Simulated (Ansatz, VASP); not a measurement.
# CuO in VASP and in Ansatz

```
Cu O
1.0
     2.30558   -1.72961    0.07281
     2.31576    1.74354    0.04815
    -0.70809   -0.03897    5.12907
Cu O
2 2
Direct
  0.01425 0.47965 0.06043
  0.47088 0.15407 0.47412
  0.56927 0.29603 0.26394
  0.44560 0.57025 0.70150
```

Alike in both runs: functional PBE; k mesh 10 × 10 × 5; occupations fermi-dirac, width 0.05 eV; no spin polarisation; Hubbard terms Cu d U = 8.0 eV.

```csv
,VASP,Ansatz
version,VASP 6.6.1,Ansatz 0.2.0
potentials or method,"VASP PAW PBE potentials, release 64 (Cu, O)",Ansatz PAW
plane-wave cutoff (eV),520,420
valence electrons in the cell,34,50
task,single point,band structure
```

Ansatz gave:

```
gap on the k mesh at the Fermi level (eV) : none
rms of the force components (eV/Å)        : 17.450
```

Q: Which values does VASP return?

A: gap on the k mesh at the Fermi level (eV): none; rms of the force components (eV/Å): 13.609.

The programs project onto different local orbitals, so the same U acts differently, and such runs can settle in different states. Atom by atom the forces differ by 3.851 eV/Å (rms over components). A gap of «none» marks a metal or a gap that the smearing closes. VASP's potentials hold 34 valence electrons a cell and Ansatz's 50, so a difference there can come from the potentials and not from the codes.

Noted on Ansatz's run: the cell as given lies far from equilibrium.
